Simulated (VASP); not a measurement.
As:

```
CELL_PARAMETERS angstrom
2.95798 0.00000 0.00000
-1.47899 2.56169 0.00000
0.00000 0.00000 4.83038
ATOMIC_POSITIONS crystal
As 0.33333 0.66667 0.25000
As 0.66667 0.33333 0.75000
```

- Program: VASP 6.6.1
- Task: relaxation of cell and atoms
- Functional: PBE
- Potentials or basis: VASP PAW PBE potentials, release 64 (As)
- Cutoff: 600 eV
- k mesh: 12 × 12 × 7
- Occupations: fermi-dirac, width 0.1 eV
- Spin: no spin polarisation

At the start: pressure 4.8 GPa; volume 18.30 Å³/atom.

**Question.** Where does the relaxation end?

**Answer.** Over 14 steps the energy falls by 19.7 meV/atom and the volume is 19.28 Å³/atom (+5.3 %); space group P6_3/mmc (No. 194, to 0.05 Å).

The path:
| step | energy change (eV) | largest force (eV/Å) | pressure (GPa) | volume (Å³) |
| --- | --- | --- | --- | --- |
| 1 | 0.0000 | 0.0000 | 4.83 | 36.60 |
| 2 | -0.0226 | 0.0000 | -1.99 | 39.60 |
| 3 | -0.0290 | 0.0000 | -0.01 | 38.60 |
| 4 | -0.0290 | 0.0000 | -0.09 | 38.64 |
| 5 | -0.0292 | 0.0000 | -0.10 | 38.64 |
| 6 | -0.0298 | 0.0000 | -0.11 | 38.62 |
| 7 | -0.0321 | 0.0000 | -0.11 | 38.59 |
| 8 | -0.0379 | 0.0000 | 0.01 | 38.51 |
| 9 | -0.0339 | 0.0000 | 0.83 | 38.30 |
| 10 | -0.0391 | 0.0000 | 0.27 | 38.43 |
| 11 | -0.0394 | 0.0000 | 0.18 | 38.45 |
| 12 | -0.0389 | 0.0000 | -0.45 | 38.77 |
| 13 | -0.0394 | 0.0000 | 0.04 | 38.52 |
| 14 | -0.0394 | 0.0000 | -0.03 | 38.55 |

Final structure:
```
As
1.0
     3.07791    0.00000    0.00000
    -1.53896    2.66555    0.00000
     0.00000    0.00000    4.69881
As
2
Direct
  0.33333 0.66667 0.25000
  0.66667 0.33333 0.75000
```
